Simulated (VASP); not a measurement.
Set up this calculation in VASP 6.6.1, as the native input.

- Task: single point
- Functional: LDA
- Potentials or basis: VASP PAW LDA potentials, release 64 (Ba_sv, N, F)
- Cutoff: 520 eV
- k mesh: 4 × 4 × 3
- Occupations: methfessel-paxton, width 0.1 eV
- Spin: no spin polarisation
- Dipole correction: no
- Further INCAR settings: ALGO = Normal; EDIFF = 1e-06; NBANDS = 24; ISYM = 0

The structure of Ba2NF lies in POSCAR:

```
Ba2NF
1.0
    4.1081960000      0.0000000000      0.0000000000
    0.0000000000      4.1081960000      0.0000000000
    0.0000000000      0.0000000000      5.5987570000
Ba N F
2 1 1
Direct
    0.0000000000      0.0000000000      0.0000000000
    0.5000000000      0.5000000000      0.5000000000
    0.0000000000      0.0000000000      0.5000000000
    0.5000000000      0.5000000000      0.0000000000
```

These files were run (other wordings do the same):

INCAR

```
SYSTEM = Ba2NF
PREC = Accurate
ENCUT = 520
EDIFF = 1E-6
ISMEAR = 1
SIGMA = 0.1
LREAL = .FALSE.
LASPH = .TRUE.
NELM = 60
ALGO = Normal
ISIF = 2
LWAVE = .FALSE.
LCHARG = .FALSE.
NBANDS = 24
ISYM = 0
```

KPOINTS

```
Automatic mesh
0
G
  4 4 3
  0 0 0
```

Potentials or basis: VASP PAW LDA potentials, release 64 (Ba_sv, N, F).

Launch:

```console
$ cat potpaw_LDA.64/Ba_sv/POTCAR potpaw_LDA.64/N/POTCAR potpaw_LDA.64/F/POTCAR > POTCAR
$ mpirun -np 1 vasp_std > vasp.out
```

It gave:

```yaml
Pressure: -4.8 GPa
Band_gap_on_the_k_mesh: zero (band 16 reaches 3.11 eV, above the bottom of band 17 at 3.04 eV)
```

Caveat: the k points lie up to 0.38 Å⁻¹ apart; spin-orbit coupling is left out, which moves the levels of the heavy elements.

Wall time 22 s on 1 thread of Intel(R) Xeon(R) Platinum 8559C (Emerald Rapids), on a shared host, peak memory 0.2 GiB.
